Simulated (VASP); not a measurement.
Runs of VASP 6.6.1 on Ge. The structure is that of space group Fm-3m (No. 225), or close to it. The cells are those of the table. 

| cell | gap on the mesh (eV) | pressure (GPa) |
| --- | --- | --- |
| a = 2.953, b = 2.953, c = 2.938 Å, angles 60.2, 60.2, 59.7°, 1 atom | none | 2.3 |
| a = 2.938, b = 2.938, c = 2.908 Å, angles 60.3, 60.3, 59.3°, 1 atom | none | 4.0 |
| a = 2.997, b = 2.997, c = 3.027 Å, angles 59.7, 59.7, 60.7°, 1 atom | none | (b) |
| a = 2.990, b = 2.990, c = 3.012 Å, angles 59.8, 59.8, 60.5°, 1 atom | none | -1.1 |
| a = 2.975, b = 2.975, c = 2.982 Å, angles 59.9, 59.9, 60.2°, 1 atom | none | 0.2 |
| a = 2.945, b = 2.945, c = 2.923 Å, angles 60.3, 60.3, 59.5°, 1 atom | none | (a) |

Alike in all rows: task single point; level PBE+D3(BJ); potentials or basis VASP PAW PBE potentials, release 64 (Ge_d); no spin polarisation; k mesh 20 × 20 × 20; cutoff (eV) 520; smearing gaussian 0.15 eV.

Task: Estimate the missing entries.

Result: (a) 3.2; (b) -1.7.

Caveats: pairwise dispersion overbinds metals, which lowers pressure and volume.

A k mesh can miss the band edges, and the runs leave out spin-orbit coupling on Ge.

A gap of «none» marks levels without a gap at the run's occupations.
